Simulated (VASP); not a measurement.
Wanted: the native input for a VASP 6.6.1 run.

- Task: single point
- Functional: PBE
- Potentials or basis: VASP PAW PBE potentials, release 64 (C, Mg)
- Cutoff: 520 eV
- k mesh: 4 × 4 × 4
- Occupations: gaussian, width 0.01 eV
- Spin: no spin polarisation
- Dipole correction: no
- Further INCAR settings: ALGO = Normal; EDIFF = 1e-06; NBANDS = 11

The structure of Mg2C lies in POSCAR:

```
Mg2C
1.0
    0.0000000000      2.7109426093      2.7109426093
    2.7109426093      0.0000000000      2.7109426093
    2.7109426093      2.7109426093      0.0000000000
C Mg
1 2
Direct
    0.0000000000      0.0000000000      0.0000000000
    0.2500000000      0.2500000000      0.2500000000
    0.7500000000      0.7500000000      0.7500000000
```

One way to write it, as run:

INCAR

```
SYSTEM = Mg2C
PREC = Accurate
ENCUT = 520
EDIFF = 1E-6
ISMEAR = 0
SIGMA = 0.01
LREAL = .False.
LASPH = .True.
NELM = 100
ALGO = Normal
ISIF = 2
LWAVE = .False.
LCHARG = .False.
GGA = PE
NBANDS = 11
```

KPOINTS

```
regular mesh
0
Gamma
  4 4 4
  0 0 0
```

Potentials or basis: VASP PAW PBE potentials, release 64 (C, Mg).

Run with:

```sh
$ cat potpaw_PBE.64/C/POTCAR potpaw_PBE.64/Mg/POTCAR > POTCAR
$ mpirun -np 1 vasp_std > vasp.out
```

Results of the run:

- Pressure: 1.6 GPa
- Band gap on the k mesh: 0.69 eV, indirect (least direct gap 1.48 eV)

Caveat: the k points lie up to 0.50 Å⁻¹ apart.

Run time: 7.4 s on 1 thread of Intel(R) Xeon(R) Platinum 8259CL CPU @ 2.50GHz (Skylake/Cascade Lake), with other jobs on the host, peak memory 0.16 GiB.
